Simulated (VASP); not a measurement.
# Si (Imma) in VASP: further runs

The runs below take Si through single point, with r2SCAN.

All numbers are computed with VASP 6.6.1; they aren't measurements. Logs are shortened: lines on timing, memory, paths and dates and some standing lists are left out, and cuts for length are marked.

### Step 1. The cell of the first run

It takes space group Imma (No. 74, orthorhombic). The conventional cell has a = 3.835 Å, b = 3.864 Å, c = 5.444 Å, α = 90.00°, β = 90.00°, γ = 90.00°. Si (site symmetry mm2) has 4 Si at 2.35 to 2.36 Å within 3.1 Å.

### Step 2. Single point, r2SCAN (strain +0.0075 x Voigt [0, 0, 0, 1, 0, 0])

Input file POSCAR:

```
Si
1.0
    0.0000000000      2.7323132363      2.7323132363
    2.7221053413      0.0102078950      2.7221053413
    2.7221053413      2.7221053413      0.0102078950
Si
2
Direct
    0.5000000000      0.5000000000      0.5000000000
    0.7500000000      0.7500000000      0.7500000000
```

Input file INCAR.step1:

```
  ALGO = Normal
  EDIFF = 1E-4
  ENCUT = 520
  GGA = PE
  ISMEAR = 0
  LASPH = True
  LCHARG = False
  LREAL = False
  LWAVE = True
  NBANDS = 11
  NELM = 100
  PREC = Accurate
  SIGMA = 0.05
```

Input file INCAR.step2:

```
  ALGO = Normal
  EDIFF = 1E-6
  ENCUT = 520
  ISIF = 2
  ISMEAR = 0
  ISTART = 1
  LASPH = True
  LCHARG = True
  LELF = True
  LMIXTAU = True
  LREAL = False
  LVHAR = True
  LWAVE = False
  METAGGA = R2SCAN
  NBANDS = 11
  NELM = 100
  PREC = Accurate
  SIGMA = 0.05
```

Input file KPOINTS:

```
k-points
0
Gamma
  8 8 8
```

Potentials or basis: VASP PAW PBE potentials, release 64 (Si).

Started as:

```console
> cat potpaw_PBE.64/Si/POTCAR > POTCAR
> cp INCAR.step1 INCAR
> mpirun -np 1 vasp_std > vasp.out
> cp INCAR.step2 INCAR
> mpirun -np 1 vasp_std > vasp.out
```

OUTCAR:

```text
EDIFF = 1E-6
   ENCUT = 520
   ISIF = 2
   ISMEAR = 0
   ISTART = 1
   LASPH = True
   LREAL = False
   METAGGA = R2SCAN
   NELM = 100
   PREC = Accurate

 ion  position               nearest neighbor table
   1  0.500  0.500  0.500-   2 2.35   2 2.35   2 2.36   2 2.36
   2  0.750  0.750  0.750-   1 2.35   1 2.35   1 2.36   1 2.36

  LATTYP: Found a body centered orthorhombic cell.
 ALAT       =     3.8352021483
 B/A-ratio  =     1.0075282308
 C/A-ratio  =     1.4195368255

  Lattice vectors:

 A1 = (  -2.7221053413,   2.7221053413,   0.0102078950)
 A2 = (  -2.7221053413,  -2.7221053413,  -0.0102078950)
 A3 = (   2.7221053413,   0.0102078950,   2.7221053413)

Analysis of symmetry for initial positions (statically):
=====================================================================
 Subroutine PRICEL returns:
 Original cell was already a primitive cell.

 Routine SETGRP: Setting up the symmetry group for a
 body centered orthorhombic supercell.

 Subroutine GETGRP returns: Found  8 space group operations
 (whereof  4 operations were pure point group operations)
 out of a pool of  8 trial point group operations.

The static configuration has the point symmetry C_2v.
 The point group associated with its full space group is D_2h.

Analysis of symmetry for dynamics (positions and initial velocities):
=====================================================================
 Subroutine PRICEL returns:
 Original cell was already a primitive cell.

 Routine SETGRP: Setting up the symmetry group for a
 body centered orthorhombic supercell.

 Subroutine GETGRP returns: Found  8 space group operations
 (whereof  4 operations were pure point group operations)
 out of a pool of  8 trial point group operations.

The dynamic configuration has the point symmetry C_2v.
 The point group associated with its full space group is D_2h.

 Subroutine INISYM returns: Found  8 space group operations
 (whereof  4 operations are pure point group operations),
 and found     1 'primitive' translations

----------------------------------------------------------------------------------------

                                     Primitive cell

  volume of cell :      40.3403

  direct lattice vectors                    reciprocal lattice vectors
     0.000000000  2.732313236  2.732313236    -0.183681356  0.182995124  0.182995124
     2.722105341  0.010207895  2.722105341     0.183681356 -0.184372754  0.184372754
     2.722105341  2.722105341  0.010207895     0.183681356  0.184372754 -0.184372754

  length of vectors
     3.864074435  3.849651826  3.849651826     0.317353543  0.318944298  0.318944298

  position of ions in fractional coordinates (direct lattice)
     0.500000000  0.500000000  0.500000000
     0.750000000  0.750000000  0.750000000

  ion indices of the primitive-cell ions
   primitive index   ion index
                 1           1
                 2           2

----------------------------------------------------------------------------------------

 KPOINTS: k-points

Automatic generation of k-mesh.
 Grid dimensions read from file:
 generate k-points for:    8    8    8

 Generating k-lattice:

  Cartesian coordinates                     Fractional coordinates (reciprocal lattice)
    -0.022960169  0.022874391  0.022874391     0.125000000 -0.000000000 -0.000000000
     0.022960169 -0.023046594  0.023046594     0.000000000  0.125000000 -0.000000000
     0.022960169  0.023046594 -0.023046594     0.000000000  0.000000000  0.125000000

  Length of vectors
     0.039669193  0.039868037  0.039868037

  Shift w.r.t. Gamma in fractional coordinates (k-lattice)
     0.000000000  0.000000000  0.000000000

 Subroutine IBZKPT returns following result:
 ===========================================

 Found     95 irreducible k-points:

 Following reciprocal coordinates:
            Coordinates               Weight
  0.000000  0.000000  0.000000      1.000000
  0.125000  0.000000  0.000000      4.000000
  0.250000  0.000000  0.000000      4.000000
  0.375000  0.000000  0.000000      4.000000
  0.500000  0.000000  0.000000      2.000000
  0.000000  0.125000  0.000000      4.000000
[... 16 lines left out ...]
  0.125000  0.375000  0.000000      8.000000
  0.250000  0.375000  0.000000      8.000000
 [... further k-points ...]
   k-points           NKPTS =     95   k-points in BZ     NKDIM =     95   number of bands    NBANDS=     11
   number of dos      NEDOS =    301   number of ions     NIONS =      2
   total plane-waves  NPLWV =  27000
   dimension x,y,z NGX =    30 NGY =   30 NGZ =   30
   dimension x,y,z NGXF=    60 NGYF=   60 NGZF=   60
   ions per type =               2
   NGX,Y,Z   is equivalent  to a cutoff of  12.91, 12.96, 12.96 a.u.
   NGXF,Y,Z  is equivalent  to a cutoff of  25.81, 25.91, 25.91 a.u.
 SYSTEM =  unknown system
   PREC   = accura    normal or accurate (medium, high low for compatibility)
   ISTART =      1    job   : 0-new  1-cont  2-samecut
   ICHARG =      0    charge: 1-file 2-atom 10-const
   ISPIN  =      1    spin polarized calculation?
   LNONCOLLINEAR =      F non collinear calculations
   LSORBIT =      F    spin-orbit coupling
   LASPH  =      T    aspherical Exc in radial PAW
   ENCUT  =  520.0 eV  38.22 Ry    6.18 a.u.   7.18  7.16  7.16*2*pi/ulx,y,z
   NELM   =    100;   NELMIN=  2; NELMDL=  0     # of ELM steps
   EDIFF  = 0.1E-05   stopping-criterion for ELM
   LREAL  =      F    real-space projection
   EDIFFG = 0.1E-04   stopping-criterion for IOM
   NSW    =      0    number of steps for IOM
   IBRION =     -1    ionic relax: 0-MD 1-quasi-New 2-CG
   NFREE  =      0    steps in history (QN), initial steepest desc. (CG)
   ISIF   =      2    stress and relaxation
   ISYM   =      2    0-nonsym 1-usesym 2-fastsym
   POTIM  = 0.5000    time-step for ionic-motion
   TEBEG  =    0.0;   TEEND  =   0.0 temperature during run
   PSTRESS=    0.0 pullay stress
   NELECT =       8.0000    total number of electrons
   NUPDOWN=      -1.0000    fix difference up-down
   EMIN   =  10.00;   EMAX   =-10.00  energy-range for DOS
   EFERMI =   0.00;   METHOD = LEGACY
   ISMEAR =     0;   SIGMA  =   0.05  broadening in eV -4-tet -1-fermi 0-gaus
   EFERMI_NEDOS =   21; number of points for ismear=-14 and -15
   IALGO  =     38    algorithm
   IMIX   =      4    mixing-type and parameters
     AMIX     =   0.40;   BMIX     =  1.00
     AMIX_MAG =   1.60;   BMIX_MAG =  1.00
  volume/ion in A,a.u.               =      20.17       136.11
  Fermi-wavevector in a.u.,A,eV,Ry     =   0.954682  1.804087 12.400583  0.911417
  Thomas-Fermi vector in A             =   2.083451
   LORBIT       =      0    0 simple, 1 ext, 2 COOP (PROOUT), +10 PAW based schemes
   METAGGA = R2SCAN    functional components
   LHFCALC =     F    Hartree Fock is set to
   AEXX    =    0.0000 exact exchange contribution
   IVDW    =     0    specifies the selected vdW correction
   LEPSILON=     F    determine dielectric tensor
   LRPA    =     F    only Hartree local field effects (RPA)
 non-spin polarized calculation
 Gauss-broadening in eV      SIGMA  =   0.05
  energy-cutoff  :      520.00
  volume of cell :       40.34
 maximum number of plane-waves:      1106
 NGX is ok and might be reduce to    30
   NGX = 15   NGY = 15   NGZ = 15

 number of electron       8.0000001 magnetization

 Free energy of the ion-electron system (eV)
  ---------------------------------------------------
  ext. energy  EPLUGINS =         0.00000000
  ---------------------------------------------------
  free energy    TOTEN  =       -17.54638019 eV

  energy without entropy =      -17.54638019  energy(sigma->0) =      -17.54638019

 E-fermi :   5.9204     XC(G=0):  -9.8247

 val. band max:        5.6725689264   @ k =   0.0000   0.0000   0.0000
 cond. band min:       6.4877445517   @ k =   0.0000   0.3750   0.3750
 fundamental gap:      0.8151756253
 Fermi energy:         5.9203669969

 k-point     1 :       0.0000    0.0000    0.0000
  band No.  band energies     occupation
      1      -6.8100      2.00000
      2       5.6547      2.00000
      3       5.6630      2.00000
      4       5.6726      2.00000
      5       8.3595      0.00000
      6       8.4124      0.00000
      7       8.4774      0.00000
      8       9.5669      0.00000
      9      13.7861      0.00000
     10      13.7866      0.00000
     11      14.3323      0.00000

 k-point     2 :       0.1250    0.0000    0.0000
  band No.  band energies     occupation
      1      -6.5980      2.00000
      2       4.0114      2.00000
      3       5.3632      2.00000
      4       5.3744      2.00000
      5       8.4568      0.00000
      6       8.8403      0.00000
      7       8.9158      0.00000
      8      10.8511      0.00000
      9      13.3125      0.00000
     10      13.3285      0.00000
     11      15.1097      0.00000

 k-point     3 :       0.2500    0.0000    0.0000
  band No.  band energies     occupation
      1      -5.9799      2.00000
      2       1.5910      2.00000
      3       4.8753      2.00000
      4       4.8808      2.00000
      5       8.0368      0.00000
      6       9.3848      0.00000
      7       9.4579      0.00000
      8      13.1357      0.00000
      9      13.2921      0.00000
     10      13.3250      0.00000
     11      15.3550      0.00000

 k-point     4 :       0.3750    0.0000    0.0000
  band No.  band energies     occupation
      1      -5.0557      2.00000
      2      -0.5076      2.00000
      3       4.5337      2.00000
      4       4.5345      2.00000
      5       7.6838      0.00000
      6       9.3440      0.00000
      7       9.4113      0.00000
      8      14.1645      0.00000
      9      14.7211      0.00000
     10      14.7929      0.00000
     11      16.0709      0.00000

 k-point     5 :       0.5000    0.0000    0.0000
  band No.  band energies     occupation
      1      -4.4028      2.00000
      2      -1.5617      2.00000
      3       4.4142      2.00000
      4       4.4176      2.00000
      5       7.5575      0.00000
      6       9.2338      0.00000
      7       9.3006      0.00000
      8      14.0156      0.00000
      9      16.7568      0.00000
     10      16.8402      0.00000
     11      17.5873      0.00000
[... 211 lines left out ...]
 k-point    21 :      -0.1250    0.2500    0.0000
  band No.  band energies     occupation
      1      -5.4978      2.00000
      2       0.8911      2.00000
      3       3.2542      2.00000
      4       4.8359      2.00000
      5       8.6725      0.00000
      6       9.6079      0.00000
      7       9.8096      0.00000
      8      12.4544      0.00000
      9      12.5568      0.00000
     10      16.1738      0.00000
     11      16.3473      0.00000

 k-point    22 :       0.0000    0.3750    0.0000
  band No.  band energies     occupation
      1      -5.0252      2.00000
      2      -0.4972      2.00000
      3       4.4980      2.00000
      4       4.4998      2.00000
      5       7.6116      0.00000
      6       9.3248      0.00000
      7       9.3919      0.00000
      8      14.1242      0.00000
      9      14.7162      0.00000
     10      14.7850      0.00000
     11      16.0739      0.00000

 k-point    23 :       0.1250    0.3750    0.0000
  band No.  band energies     occupation
      1      -5.1702      2.00000
      2       0.1898      2.00000
      3       3.7720      2.00000
      4       3.9862      2.00000
      5       8.1621      0.00000
      6       9.5706      0.00000
      7      10.4317      0.00000
      8      11.4993      0.00000
      9      15.5093      0.00000
     10      15.6424      0.00000
     11      16.3549      0.00000

 k-point    24 :       0.2500    0.3750    0.0000
  band No.  band energies     occupation
      1      -4.9277      2.00000
      2       0.5401      2.00000
      3       2.9049      2.00000
      4       3.3440      2.00000
      5       7.2305      0.00000
      6       8.8407      0.00000
      7      12.0429      0.00000
      8      12.3309      0.00000
      9      16.1870      0.00000
     10      16.6157      0.00000
     11      18.0585      0.00000

 [... further k-points ...]
[... 5 lines left out ...]
  --------------------------------------------------------------------------------------
  -------------------------------------------------------------------------------------
  Total       -0.0563749     -0.0557387     -0.0557387      0.0000000     -0.2032450      0.0000000
  in kB       -2.2390178     -2.2137514     -2.2137514      0.0000000     -8.0721972      0.0000000
  external PRESSURE =      -2.2221735 kB  Pullay stress =       0.0000000 kB

 VOLUME and BASIS-vectors are now :
 -----------------------------------------------------------------------------
  energy-cutoff  :      520.00
  volume of cell :       40.34
      direct lattice vectors                 reciprocal lattice vectors
     0.000000000  2.732313236  2.732313236    -0.183681356  0.182995124  0.182995124
     2.722105341  0.010207895  2.722105341     0.183681356 -0.184372754  0.184372754
     2.722105341  2.722105341  0.010207895     0.183681356  0.184372754 -0.184372754

 POSITION                                       TOTAL-FORCE (eV/Angst)
 -----------------------------------------------------------------------------------
      2.72211      2.73231      2.73231         0.070294      0.000000      0.000000
      4.08316      4.09847      4.09847        -0.070294     -0.000000     -0.000000
 -----------------------------------------------------------------------------------
    total drift:                                0.000000     -0.000000     -0.000000

  FREE ENERGIE OF THE ION-ELECTRON SYSTEM (eV)
  ---------------------------------------------------
  free  energy   TOTEN  =       -17.5463801863 eV

  energy  without entropy=      -17.5463801863  energy(sigma->0) =      -17.54638019
```

It took 2 min on 1 thread of Intel Xeon Platinum 8488C (Sapphire Rapids), shared host; peak memory 0.18 GiB.

Results:

```
Free energy            : -17.5464 eV
Pressure               : -0.2 GPa
Largest force          : 0.070 eV/Å
Band gap on the k mesh : 0.82 eV (least direct gap 2.69 eV)
```

Forces on the atoms (eV/Å):
```
Si   0.070  0.000  0.000
Si  -0.070  0.000  0.000
```

Stress tensor (GPa, compression positive):
```
-0.22  0.00  0.00
 0.00 -0.22 -0.81
 0.00 -0.81 -0.22
```

Caveat: the cell differs from its parent crystal (strain +0.0075 x Voigt [0, 0, 0, 1, 0, 0]); the PAW data sets were made with another functional, which shifts forces and pressure a little. A k mesh can miss the band edges.

### Step 3. Single point, r2SCAN (strain +0.0025 x Voigt [0, 0, 0, 1, 0, 0])

Input file POSCAR:

```
Si
1.0
    0.0000000000      2.7255079730      2.7255079730
    2.7221053413      0.0034026317      2.7221053413
    2.7221053413      2.7221053413      0.0034026317
Si
2
Direct
    0.5000000000      0.5000000000      0.5000000000
    0.7500000000      0.7500000000      0.7500000000
```

Input file INCAR.step1:

```
ALGO     = Normal         # electronic algorithm
EDIFF    = 1E-4           # SCF threshold, eV
ENCUT    = 520            # plane-wave cutoff, eV
GGA      = PE             # functional
ISMEAR   = 0              # smearing method
LASPH    = True           # aspherical terms in the spheres
LCHARG   = False          # write CHGCAR
LREAL    = False          # projectors in reciprocal space
LWAVE    = True           # write WAVECAR
NBANDS   = 11             # bands
NELM     = 80             # most SCF steps
PREC     = Accurate       # precision mode
SIGMA    = 0.05           # smearing width, eV
```

Input file INCAR.step2:

```
ALGO     = Normal         # electronic algorithm
EDIFF    = 1E-7           # SCF threshold, eV
ENCUT    = 520            # plane-wave cutoff, eV
ISIF     = 2              # what is computed and relaxed
ISMEAR   = 0              # smearing method
ISTART   = 1            
LASPH    = True           # aspherical terms in the spheres
LCHARG   = False          # write CHGCAR
LMIXTAU  = True         
LREAL    = False          # projectors in reciprocal space
LWAVE    = False          # write WAVECAR
METAGGA  = R2SCAN         # meta-GGA
NBANDS   = 11             # bands
NELM     = 80             # most SCF steps
PREC     = Accurate       # precision mode
SIGMA    = 0.05           # smearing width, eV
```

KPOINTS is that of step 2.

Potentials or basis: VASP PAW PBE potentials, release 64 (Si).

Started as:

```console
> cat potpaw_PBE.64/Si/POTCAR > POTCAR
> cp INCAR.step1 INCAR
> mpirun -np 1 vasp_std > vasp.out
> cp INCAR.step2 INCAR
> mpirun -np 1 vasp_std > vasp.out
```

Wall time 2.3 min (1 thread of Intel Xeon Platinum 8488C (Sapphire Rapids), shared host); peak memory 0.18 GiB.

Results (log left out):

```yaml
Free_energy: -17.5471 eV
Pressure: -0.2 GPa
Largest_force: 0.023 eV/Å
Band_gap_on_the_k_mesh: 0.82 eV (least direct gap 2.73 eV)
```

Forces on the atoms (eV/Å):
```
Si   0.023  0.000  0.000
Si  -0.023  0.000  0.000
```

Stress tensor (GPa, compression positive):
```
-0.24  0.00  0.00
 0.00 -0.23 -0.27
 0.00 -0.27 -0.23
```

Levels at points of the mesh, in eV from the valence-band top:
```tsv
k point	band 2	band 3	band 4	band 5	band 6	band 7
(0.00, 0.00, 0.00)	-0.01	0.00	0.00	2.73	2.75	2.77
(0.50, 0.00, 0.00)	-7.23	-1.26	-1.26	1.87	3.58	3.60
(0.00, 0.50, 0.00)	-7.24	-1.28	-1.27	1.84	3.57	3.59
(0.50, 0.50, 0.00)	-8.14	-2.99	-2.99	0.93	0.93	10.81
(0.00, 0.50, 0.50)	-8.13	-3.01	-2.98	0.92	0.95	10.80
```

Caveat: the cell differs from its parent crystal (strain +0.0025 x Voigt [0, 0, 0, 1, 0, 0]); the PAW data sets were made with another functional, which shifts forces and pressure a little.
